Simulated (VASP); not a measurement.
Runs of VASP 6.6.1 on MgO. The structure is cubic, space group Fm-3m (No. 225). The conventional cell has a = 4.204 Å, b = 4.204 Å, c = 4.204 Å, α = 90.00°, β = 90.00°, γ = 90.00°. Within 2.8 Å of Mg (site symmetry m-3m) lie 6 O at 2.10 Å. O (site symmetry m-3m) has 6 Mg at 2.10 Å within 2.8 Å. 

| level | k mesh | grid for exact exchange (PRECFOCK) | share of exact exchange | screening parameter | gap on the mesh (eV) | pressure (GPa) |
| --- | --- | --- | --- | --- | --- | --- |
| r2SCAN | 8 × 8 × 8 | - | - | - | 5.66 | (a) |
| PBE0 | 8 × 8 × 8 | Normal | 0.25 | - | 7.24 | -0.6 |
| PBE | 8 × 8 × 8 | - | - | - | 4.78 | 4.9 |
| HSE06 | 8 × 8 × 8 | Normal | 0.25 | 0.2079 1/Å | 6.50 | -0.6 |
| PBE | 10 × 10 × 10 | - | - | - | 4.78 | 4.9 |

Alike in all rows: task single point; potentials or basis VASP PAW PBE potentials, release 64 (Mg, O); no spin polarisation; cell as given; cutoff (eV) 520; smearing gaussian 0.01 eV.

Fill in the values left out.

(a) -1.1.

Caveats: the PAW data sets were made with another functional, which shifts forces and pressure a little (at least some runs); the cell stands under pressure (at least some runs).

